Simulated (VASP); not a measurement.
# YAl7N8 (Cm) in VASP: notebook

The runs below take YAl7N8 through single point, with r2SCAN.

Everything below comes from runs of VASP 6.6.1. Logs are shortened: lines on timing, memory, paths and dates and some standing lists are left out, and cuts for length are marked.

### Step 1. The cell of the first run

Symmetry: Cm, No. 8, monoclinic system. Conventional cell: a = 10.168 Å, b = 6.396 Å, c = 7.519 Å, α = 90.00°, β = 132.55°, γ = 90.00°. Within 2.6 Å of Y (site symmetry m) lie 4 N at 1.94 Å. Within 2.6 Å of Al (site symmetry 1) lie 4 N at 1.94 Å. Within 2.6 Å of Al (site symmetry m) lie 4 N at 1.94 Å. Within 2.6 Å of Al (site symmetry 1) lie 4 N at 1.94 Å. Within 2.6 Å of Al (site symmetry m) lie 4 N at 1.94 Å. Al (site symmetry m) has 4 N at 1.94 Å within 2.6 Å. N (site symmetry m) has 3 Al at 1.94 Å and 1 Y at 1.94 Å within 2.6 Å. Within 2.6 Å of N (site symmetry m) lie 4 Al at 1.94 Å.

### Step 2. Single point, r2SCAN

Contents of POSCAR:

```
YAl7N8
1.0
    3.1980000000      0.0000000000      5.0842500000
    3.1980000000      0.0000000000     -5.0842500000
   -3.1980000000      5.5390984826      0.0000000000
Y Al N
1 7 8
Direct
    0.1666666700      0.1666666700      0.3333333300
    0.1666666700      0.1666666700      0.8333333300
    0.6666666700      0.6666666700      0.3333333300
    0.6666666700      0.6666666700      0.8333333300
    0.0833333300      0.5833333300      0.1666666700
    0.5833333300      0.0833333300      0.1666666700
    0.0833333300      0.5833333300      0.6666666700
    0.5833333300      0.0833333300      0.6666666700
    0.3576666700      0.9756666700      0.3333333300
    0.8576666700      0.4756666700      0.3333333300
    0.3576666700      0.9756666700      0.8333333300
    0.8576666700      0.4756666700      0.8333333300
    0.2743333300      0.3923333300      0.1666666700
    0.2743333300      0.3923333300      0.6666666700
    0.7743333300      0.8923333300      0.1666666700
    0.7743333300      0.8923333300      0.6666666700
```

Contents of INCAR.step1:

```
  ALGO = Normal
  EDIFF = 1E-4
  ENCUT = 520
  GGA = PE
  ISMEAR = 0
  LASPH = T
  LCHARG = F
  LREAL = Auto
  LWAVE = T
  NBANDS = 50
  NELM = 100
  PREC = Accurate
  SIGMA = 0.1
```

Contents of INCAR.step2:

```
  ALGO = Normal
  EDIFF = 1E-6
  ENCUT = 520
  ISIF = 2
  ISMEAR = 0
  ISTART = 1
  LASPH = T
  LCHARG = F
  LMIXTAU = T
  LREAL = Auto
  LWAVE = F
  METAGGA = R2SCAN
  NBANDS = 50
  NELM = 100
  PREC = Accurate
  SIGMA = 0.1
```

Contents of KPOINTS:

```
k-points
0
Gamma
  4 4 4
```

Potentials or basis: VASP PAW PBE potentials, release 64 (Y_sv, Al, N).

Command:

```
$ cat potpaw_PBE.64/Y_sv/POTCAR potpaw_PBE.64/Al/POTCAR potpaw_PBE.64/N/POTCAR > POTCAR
$ cp INCAR.step1 INCAR
$ mpirun -np 1 vasp_std > vasp.out
$ cp INCAR.step2 INCAR
$ mpirun -np 1 vasp_std > vasp.out
```

OUTCAR:

```text
EDIFF = 1E-6
   ENCUT = 520
   ISIF = 2
   ISMEAR = 0
   ISTART = 1
   LASPH = T
   LREAL = Auto
   METAGGA = R2SCAN
   NELM = 100
   PREC = Accurate

 ion  position               nearest neighbor table
   1  0.167  0.167  0.333-  13 1.94  14 1.94  15 1.94   9 1.94   5 3.14   6 3.14   7 3.14   8 3.14
                             5 3.14   6 3.14   2 3.20   2 3.20   4 3.20   4 3.20   3 3.20   3 3.20
   2  0.167  0.167  0.833-  14 1.94  13 1.94  16 1.94  11 1.94   7 3.14   8 3.14   5 3.14   6 3.14
                             7 3.14   8 3.14   1 3.20   1 3.20   3 3.20   3 3.20   4 3.20   4 3.20
   3  0.667  0.667  0.333-  15 1.94  16 1.94  13 1.94  10 1.94   5 3.14   6 3.14   7 3.14   8 3.14
                             6 3.14   5 3.14   4 3.20   2 3.20   4 3.20   2 3.20   1 3.20   1 3.20
   4  0.667  0.667  0.833-  16 1.94  15 1.94  14 1.94  12 1.94   7 3.14   8 3.14   5 3.14   6 3.14
                             8 3.14   7 3.14   3 3.20   1 3.20   3 3.20   1 3.20   2 3.20   2 3.20
   5  0.083  0.583  0.167-  10 1.94  12 1.94   9 1.94  13 1.94   1 3.14   3 3.14   2 3.14   4 3.14
                             3 3.14   1 3.14   7 3.20   8 3.20   7 3.20   8 3.20   6 3.20   6 3.20
   6  0.583  0.083  0.167-   9 1.94  11 1.94  10 1.94  15 1.94   1 3.14   3 3.14   2 3.14   4 3.14
                             1 3.14   3 3.14   7 3.20   8 3.20   8 3.20   7 3.20   5 3.20   5 3.20
   7  0.083  0.583  0.667-  12 1.94  10 1.94  11 1.94  14 1.94   2 3.14   4 3.14   3 3.14   1 3.14
                             4 3.14   2 3.14   5 3.20   6 3.20   5 3.20   6 3.20   8 3.20   8 3.20
   8  0.583  0.083  0.667-  11 1.94   9 1.94  12 1.94  16 1.94   2 3.14   4 3.14   3 3.14   1 3.14
                             2 3.14   4 3.14   5 3.20   6 3.20   6 3.20   5 3.20   7 3.20   7 3.20
   9  0.358  0.976  0.333-   6 1.94   8 1.94   5 1.94   1 1.94
  10  0.858  0.476  0.333-   5 1.94   7 1.94   6 1.94   3 1.94
  11  0.358  0.976  0.833-   8 1.94   6 1.94   7 1.94   2 1.94
  12  0.858  0.476  0.833-   7 1.94   5 1.94   8 1.94   4 1.94
  13  0.274  0.392  0.167-   1 1.94   2 1.94   3 1.94   5 1.94
  14  0.274  0.392  0.667-   2 1.94   1 1.94   4 1.94   7 1.94
  15  0.774  0.892  0.167-   3 1.94   4 1.94   1 1.94   6 1.94
  16  0.774  0.892  0.667-   4 1.94   3 1.94   2 1.94   8 1.94

  LATTYP: Found a face centered orthorhombic cell.
 ALAT       =     6.3960000000
 B/A-ratio  =     1.5898217636
 C/A-ratio  =     1.7320508076

  Lattice vectors:

 A1 = (   0.0000000000,   5.5390984826,  -5.0842500000)
 A2 = (   3.1980000000,   5.5390984826,   0.0000000000)
 A3 = (   3.1980000000,   0.0000000000,  -5.0842500000)

Analysis of symmetry for initial positions (statically):
=====================================================================
 Subroutine PRICEL returns:
 Original cell was already a primitive cell.

 Routine SETGRP: Setting up the symmetry group for a
 face centered orthorhombic supercell.

 Subroutine GETGRP returns: Found  2 space group operations
 (whereof  2 operations were pure point group operations)
 out of a pool of  8 trial point group operations.

The static configuration has the point symmetry C_1h.

Analysis of symmetry for dynamics (positions and initial velocities):
=====================================================================
 Subroutine PRICEL returns:
 Original cell was already a primitive cell.

 Routine SETGRP: Setting up the symmetry group for a
 face centered orthorhombic supercell.

 Subroutine GETGRP returns: Found  2 space group operations
 (whereof  2 operations were pure point group operations)
 out of a pool of  8 trial point group operations.

The dynamic configuration has the point symmetry C_1h.

 Subroutine INISYM returns: Found  2 space group operations
 (whereof  2 operations are pure point group operations),
 and found     1 'primitive' translations

----------------------------------------------------------------------------------------

                                     Primitive cell

  volume of cell :     180.1252

  direct lattice vectors                    reciprocal lattice vectors
     3.198000000  0.000000000  5.084250000     0.156347717  0.090267397  0.098342922
     3.198000000  0.000000000 -5.084250000     0.156347717  0.090267397 -0.098342922
    -3.198000000  5.539098483  0.000000000     0.000000000  0.180534793  0.000000000

  length of vectors
     6.006396762  6.006396762  6.396000000     0.205582445  0.205582445  0.180534793

  position of ions in fractional coordinates (direct lattice)
[... 42 lines left out ...]
 generate k-points for:    4    4    4

 Generating k-lattice:

  Cartesian coordinates                     Fractional coordinates (reciprocal lattice)
     0.039086929  0.022566849  0.024585730     0.250000000  0.000000000  0.000000000
     0.039086929  0.022566849 -0.024585730     0.000000000  0.250000000  0.000000000
     0.000000000  0.045133698  0.000000000     0.000000000  0.000000000  0.250000000

  Length of vectors
     0.051395611  0.051395611  0.045133698

  Shift w.r.t. Gamma in fractional coordinates (k-lattice)
     0.000000000  0.000000000  0.000000000

 Subroutine IBZKPT returns following result:
 ===========================================

 Found     24 irreducible k-points:

 Following reciprocal coordinates:
            Coordinates               Weight
  0.000000  0.000000  0.000000      1.000000
  0.250000  0.000000  0.000000      4.000000
  0.000000 -0.250000  0.000000      4.000000
  0.500000  0.000000  0.000000      2.000000
  0.000000  0.500000  0.000000      2.000000
  0.250000  0.250000  0.000000      4.000000
[... 16 lines left out ...]
 -0.250000  0.250000  0.500000      2.000000
  0.500000  0.500000  0.500000      1.000000
   k-points           NKPTS =     24   k-points in BZ     NKDIM =     24   number of bands    NBANDS=     50
   number of dos      NEDOS =    301   number of ions     NIONS =     16
   total plane-waves  NPLWV = 110592
   dimension x,y,z NGX =    48 NGY =   48 NGZ =   48
   dimension x,y,z NGXF=    96 NGYF=   96 NGZF=   96
   ions per type =               1   7   8
   NGX,Y,Z   is equivalent  to a cutoff of  13.29, 13.29, 12.48 a.u.
   NGXF,Y,Z  is equivalent  to a cutoff of  26.57, 26.57, 24.95 a.u.
 SYSTEM =  unknown system
   PREC   = accura    normal or accurate (medium, high low for compatibility)
   ISTART =      1    job   : 0-new  1-cont  2-samecut
   ICHARG =      0    charge: 1-file 2-atom 10-const
   ISPIN  =      1    spin polarized calculation?
   LNONCOLLINEAR =      F non collinear calculations
   LSORBIT =      F    spin-orbit coupling
   LASPH  =      T    aspherical Exc in radial PAW
   ENCUT  =  520.0 eV  38.22 Ry    6.18 a.u.  11.17 11.17 11.89*2*pi/ulx,y,z
   NELM   =    100;   NELMIN=  2; NELMDL=  0     # of ELM steps
   EDIFF  = 0.1E-05   stopping-criterion for ELM
   LREAL  =      T    real-space projection
   EDIFFG = 0.1E-04   stopping-criterion for IOM
   NSW    =      0    number of steps for IOM
   IBRION =     -1    ionic relax: 0-MD 1-quasi-New 2-CG
   NFREE  =      0    steps in history (QN), initial steepest desc. (CG)
   ISIF   =      2    stress and relaxation
   ISYM   =      2    0-nonsym 1-usesym 2-fastsym
   POTIM  = 0.5000    time-step for ionic-motion
   TEBEG  =    0.0;   TEEND  =   0.0 temperature during run
   PSTRESS=    0.0 pullay stress
   NELECT =      72.0000    total number of electrons
   NUPDOWN=      -1.0000    fix difference up-down
   EMIN   =  10.00;   EMAX   =-10.00  energy-range for DOS
   EFERMI =   0.00;   METHOD = LEGACY
   ISMEAR =     0;   SIGMA  =   0.10  broadening in eV -4-tet -1-fermi 0-gaus
   EFERMI_NEDOS =   21; number of points for ismear=-14 and -15
   IALGO  =     38    algorithm
   IMIX   =      4    mixing-type and parameters
     AMIX     =   0.40;   BMIX     =  1.00
     AMIX_MAG =   1.60;   BMIX_MAG =  1.00
  volume/ion in A,a.u.               =      11.26        75.97
  Fermi-wavevector in a.u.,A,eV,Ry     =   1.205945  2.278906 19.787000  1.454303
  Thomas-Fermi vector in A             =   2.341627
   LORBIT       =      0    0 simple, 1 ext, 2 COOP (PROOUT), +10 PAW based schemes
   METAGGA = R2SCAN    functional components
   LHFCALC =     F    Hartree Fock is set to
   AEXX    =    0.0000 exact exchange contribution
   IVDW    =     0    specifies the selected vdW correction
   LEPSILON=     F    determine dielectric tensor
   LRPA    =     F    only Hartree local field effects (RPA)
 non-spin polarized calculation
 Gauss-broadening in eV      SIGMA  =   0.10
  energy-cutoff  :      520.00
  volume of cell :      180.13
 maximum number of plane-waves:      4868
 NGX is ok and might be reduce to    48
   NGX = 23   NGY = 23   NGZ = 23

 number of electron      72.0000004 magnetization

 Free energy of the ion-electron system (eV)
  ---------------------------------------------------
  ext. energy  EPLUGINS =         0.00000000
  ---------------------------------------------------
  free energy    TOTEN  =      -162.74751881 eV

  energy without entropy =     -162.74751881  energy(sigma->0) =     -162.74751881

 E-fermi :   6.0490     XC(G=0): -11.3142

 val. band max:        5.5716324222   @ k =   0.0000   0.5000   0.0000
 cond. band min:       9.2325360896   @ k =   0.0000   0.0000   0.0000
 fundamental gap:      3.6609036674
 Fermi energy:         6.0489806763

 k-point     1 :       0.0000    0.0000    0.0000
  band No.  band energies     occupation
      1     -33.6998      2.00000
      2     -14.4632      2.00000
      3     -14.4591      2.00000
      4     -14.4409      2.00000
      5     -10.2403      2.00000
      6      -8.7169      2.00000
[... 1213 lines left out ...]
     47      13.8200      0.00000
     48      14.5135      0.00000
 [bands above 48 left out]

------------------------ aborting loop because EDIFF is reached ----------------------------------------

  FORCE on cell =-STRESS in cart. coord.  units (eV):
  Direction    XX          YY          ZZ          XY          YZ          ZX
  --------------------------------------------------------------------------------------
  -------------------------------------------------------------------------------------
  Total        5.5322827      5.5820958      6.5489009      0.0000000     -0.0105521      0.0000000
  in kB       49.2085429     49.6516205     58.2511577      0.0000000     -0.0938591      0.0000000
  external PRESSURE =      52.3704404 kB  Pullay stress =       0.0000000 kB

 VOLUME and BASIS-vectors are now :
 -----------------------------------------------------------------------------
  energy-cutoff  :      520.00
  volume of cell :      180.13
      direct lattice vectors                 reciprocal lattice vectors
     3.198000000  0.000000000  5.084250000     0.156347717  0.090267397  0.098342922
     3.198000000  0.000000000 -5.084250000     0.156347717  0.090267397 -0.098342922
    -3.198000000  5.539098483  0.000000000     0.000000000  0.180534793  0.000000000

 POSITION                                       TOTAL-FORCE (eV/Angst)
 -----------------------------------------------------------------------------------
      0.00000      1.84637      0.00000         0.000000     -0.027282     -0.760658
     -1.59900      4.61592      0.00000         0.469878      0.286365     -0.312499
      3.19800      1.84637      0.00000         0.000000     -0.557235     -0.583031
      1.59900      4.61592      0.00000        -0.469878      0.286365     -0.312499
      1.59900      0.92318     -2.54212         0.416160     -0.222007      0.417713
      1.59900      0.92318      2.54212        -0.416160     -0.222007      0.417713
[... 8 lines left out ...]
      4.79700      0.92318     -0.59994        -5.853730     -3.466015     -2.128207
      3.19800      3.69273     -0.59994         0.000000      0.078974      0.165691
 -----------------------------------------------------------------------------------
    total drift:                               -0.000032      0.001588      0.036770

  FREE ENERGIE OF THE ION-ELECTRON SYSTEM (eV)
  ---------------------------------------------------
  free  energy   TOTEN  =      -162.7475188124 eV

  energy  without entropy=     -162.7475188124  energy(sigma->0) =     -162.74751881
```

It took 38 min on 1 thread of Intel Xeon 8259CL, shared host; peak memory 0.44 GiB.

Results:

| Property | Result |
| --- | --- |
| Free energy | -162.7475 eV |
| Pressure | 5.2 GPa |
| Largest force | 7.208 eV/Å |
| Band gap on the k mesh | 3.66 eV (least direct gap 3.86 eV) |

Forces on the atoms (eV/Å):
```
Y    0.000 -0.027 -0.761
Al   0.470  0.286 -0.312
Al   0.000 -0.557 -0.583
Al  -0.470  0.286 -0.312
Al   0.416 -0.222  0.418
Al  -0.416 -0.222  0.418
Al   0.000  0.468  0.168
Al   0.000 -0.026  0.232
N    0.000  0.119  7.131
N    0.000  0.060  0.203
N    0.028 -0.077 -0.124
N   -0.028 -0.077 -0.124
N    5.854 -3.466 -2.128
N    0.000  6.843 -2.264
N   -5.854 -3.466 -2.128
N    0.000  0.079  0.166
```

Levels at points of the mesh, in eV from the valence-band top:
| k point | band 34 | band 35 | band 36 | band 37 | band 38 | band 39 |
| --- | --- | --- | --- | --- | --- | --- |
| (0.00, 0.00, 0.00) | -0.78 | -0.42 | -0.20 | 3.66 | 4.96 | 5.23 |
| (0.50, 0.00, 0.00) | -0.67 | -0.43 | -0.04 | 5.41 | 5.68 | 5.83 |
| (0.00, 0.50, 0.00) | -0.79 | -0.25 | 0.00 | 5.49 | 5.73 | 5.82 |
| (0.50, 0.50, 0.00) | -0.86 | -0.34 | -0.17 | 5.10 | 5.28 | 5.32 |
| (0.00, 0.00, 0.50) | -0.50 | -0.35 | -0.18 | 5.54 | 5.95 | 6.05 |
| (0.50, 0.50, 0.50) | -0.59 | -0.20 | -0.01 | 5.49 | 5.58 | 5.72 |

Caveat: the cell stands under pressure; the PAW data sets were made with another functional, which shifts forces and pressure a little.

### Step 3. Single point, r2SCAN

Contents of POSCAR:

```
YAl7N8
1.0
    3.1889282593     -0.0222295818      5.0898995293
    3.1889282593      0.0222295818     -5.0898995293
   -3.1889282593      5.5574895413     -0.0242182903
Y Al N
1 7 8
Direct
    0.1710375560      0.1724579714      0.3434955274
    0.1720533370      0.1752376544      0.8363721549
    0.6606978751      0.6655656159      0.3262634909
    0.6611345005      0.6643188179      0.8363721549
    0.0849586861      0.5799113018      0.1593028438
    0.5793915420      0.0743441577      0.1593028438
    0.0791346752      0.5942939485      0.6734286238
    0.5918445699      0.0768506838      0.6686952537
    0.3820221995      0.9534653028      0.3354875023
    0.8596244821      0.4712420987      0.3308665808
    0.3575853623      0.9826893586      0.8308312688
    0.8481419102      0.4732459065      0.8308312688
    0.2811279923      0.4082015542      0.1481835414
    0.2785225557      0.4258462587      0.7043688145
    0.7399819872      0.8670555491      0.1481835414
    0.7807407690      0.8872738199      0.6680145889
```

Contents of INCAR.step1:

```
SYSTEM = YAl7N8
PREC = Accurate ; ENCUT = 520
ISMEAR = 0 ; SIGMA = 0.1
LREAL = Auto ; LASPH = .TRUE.
NELM = 80 ; NBANDS = 50
GGA = PE ; ALGO = Normal
EDIFF = 1E-4 ; LWAVE = .TRUE.
LCHARG = .FALSE.
```

Contents of INCAR.step2:

```
SYSTEM = YAl7N8
PREC = Accurate ; ENCUT = 520
EDIFF = 1E-6 ; ISMEAR = 0
SIGMA = 0.1 ; LREAL = Auto
LASPH = .TRUE. ; NELM = 80
ALGO = Normal ; ISIF = 2
LWAVE = .FALSE. ; LCHARG = .FALSE.
METAGGA = R2SCAN ; LMIXTAU = .TRUE.
NBANDS = 50 ; ISTART = 1
```

Contents of KPOINTS:

```
regular mesh
0
G
  4 4 4
  0 0 0
```

Potentials or basis: VASP PAW PBE potentials, release 64 (Y_sv, Al, N).

Command:

```
$ cat potpaw_PBE.64/Y_sv/POTCAR potpaw_PBE.64/Al/POTCAR potpaw_PBE.64/N/POTCAR > POTCAR
$ cp INCAR.step1 INCAR
$ mpirun -np 1 vasp_std > vasp.out
$ cp INCAR.step2 INCAR
$ mpirun -np 1 vasp_std > vasp.out
```

It took 32 min on 1 thread of Intel Xeon 8259CL, shared host; peak memory 0.44 GiB.

It converged, with:

```yaml
Free_energy: -165.5775 eV
Pressure: -0.3 GPa
Largest_force: 0.024 eV/Å
Band_gap_on_the_k_mesh: 3.81 eV (least direct gap 3.98 eV)
```

Forces on the atoms (eV/Å):
```
Y    0.000 -0.013 -0.020
Al  -0.012  0.006 -0.003
Al   0.000  0.006 -0.009
Al   0.012  0.006 -0.003
Al  -0.018 -0.001  0.013
Al   0.018 -0.001  0.013
Al   0.000 -0.017 -0.001
Al   0.000  0.005  0.023
N    0.000  0.006  0.014
N    0.000  0.012  0.001
N    0.002 -0.002 -0.009
N   -0.002 -0.002 -0.009
N    0.009 -0.011 -0.002
N    0.000  0.006  0.001
N   -0.009 -0.011 -0.002
N    0.000  0.011 -0.007
```

Levels at points of the mesh, in eV from the valence-band top:
| k point | band 33 | band 34 | band 35 | band 36 | band 37 | band 38 | band 39 | band 40 |
| --- | --- | --- | --- | --- | --- | --- | --- | --- |
| (0.00, 0.00, 0.00) | -0.71 | -0.65 | -0.44 | -0.17 | 3.81 | 4.96 | 5.02 | 5.15 |
| (0.50, 0.00, 0.00) | -1.06 | -0.66 | -0.37 | -0.07 | 5.21 | 5.53 | 5.74 | 6.04 |
| (0.00, 0.50, 0.00) | -1.09 | -0.62 | -0.33 | 0.00 | 5.23 | 5.38 | 5.63 | 5.85 |
| (0.50, 0.50, 0.00) | -1.02 | -0.83 | -0.45 | -0.15 | 4.97 | 5.04 | 5.08 | 5.34 |
| (0.00, 0.00, 0.50) | -0.72 | -0.37 | -0.24 | -0.22 | 5.41 | 5.56 | 5.61 | 5.92 |
| (0.50, 0.50, 0.50) | -1.41 | -0.41 | -0.22 | -0.17 | 5.23 | 5.24 | 5.42 | 6.03 |

Caveat: the PAW data sets were made with another functional, which shifts forces and pressure a little. A k mesh can miss the band edges.
